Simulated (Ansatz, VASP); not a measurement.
# Br in VASP and in Ansatz

File INCAR:

```
SYSTEM = Br
ALGO = Normal
EDIFF = 1E-7
ENCUT = 520
GGA = PS
ISIF = 2
ISMEAR = 0
LASPH = .True.
LCHARG = .True.
LELF = .True.
LREAL = .False.
LVHAR = .True.
LWAVE = .False.
NBANDS = 30
NELM = 60
PREC = Accurate
SIGMA = 0.02
```

File KPOINTS:

```
k-points
0
Gamma
  6 6 6
  0 0 0
```

File POSCAR:

```
Br
1.0
    6.0835624756      3.5123464329      1.5034044739
   -6.0835624756      3.5123464329      1.5034044739
    0.0000000000     -7.0246928659      1.5034044737
Br
6
Direct
    0.3468271478      0.2718992500      0.9337522748
    0.9337522748      0.3468271478      0.2718992500
    0.2718992500      0.9337522748      0.3468271478
    0.6531728522      0.7281007500      0.0662477252
    0.0662477252      0.6531728522      0.7281007500
    0.7281007500      0.0662477252      0.6531728522
```

Input for Ansatz:

```yaml
crystal:
  lattice:
    - [6.0835624756, 3.5123464329, 1.5034044739]
    - [-6.0835624756, 3.5123464329, 1.5034044739]
    - [0.0, -7.0246928659, 1.5034044737]
  atoms:
    - { symbol: Br, position: [0.3468271478, 0.27189925, 0.9337522748] }
    - { symbol: Br, position: [0.9337522748, 0.3468271478, 0.27189925] }
    - { symbol: Br, position: [0.27189925, 0.9337522748, 0.3468271478] }
    - { symbol: Br, position: [0.6531728522, 0.72810075, 0.0662477252] }
    - { symbol: Br, position: [0.0662477252, 0.6531728522, 0.72810075] }
    - { symbol: Br, position: [0.72810075, 0.0662477252, 0.6531728522] }
basis:
  ecutwfc: 420
kpoints:
  mp_grid: { grid: [6, 6, 6] }
  band_path: { path: [VBM, CBM], npoints: 2 }
hamiltonian:
  xc: pbesol
scf:
  occupations: { method: gaussian, width: 0.02 }
output:
  forces: true
  stress: true
  eigenvalues: true
checkpoint:
  read: start.run
  write: ck
  compress: false
  write_wavefunctions: false
  write_every: 100000
```

Alike in both runs: task single point; functional PBEsol; k mesh 6 × 6 × 6; occupations gaussian, width 0.02 eV; no spin polarisation.

|  | VASP | Ansatz |
| --- | --- | --- |
| version | VASP 6.6.1 | Ansatz 0.2.0 |
| potentials or method | VASP PAW PBE potentials, release 64 (Br), cutoff 520 eV | scalar-relativistic, plane waves, PAW |
| valence electrons in the cell | 42 | 42 |

```tsv
	VASP	Ansatz	Ansatz less VASP
gap on the k mesh at the Fermi level (eV)	0.77	0.77	-0.001
least direct gap on the mesh (eV)	1.03	1.03	-0.001
pressure (GPa)	0.0	0.0	-0.04
rms of the force components (eV/Å)	0.012	0.008	-0.0040
```

VASP's potentials were made for PBE, not for PBEsol. Atom by atom the forces differ by 0.009 eV/Å (rms over components). With one functional, cell and mesh, what is left measures potentials, basis and numerics.
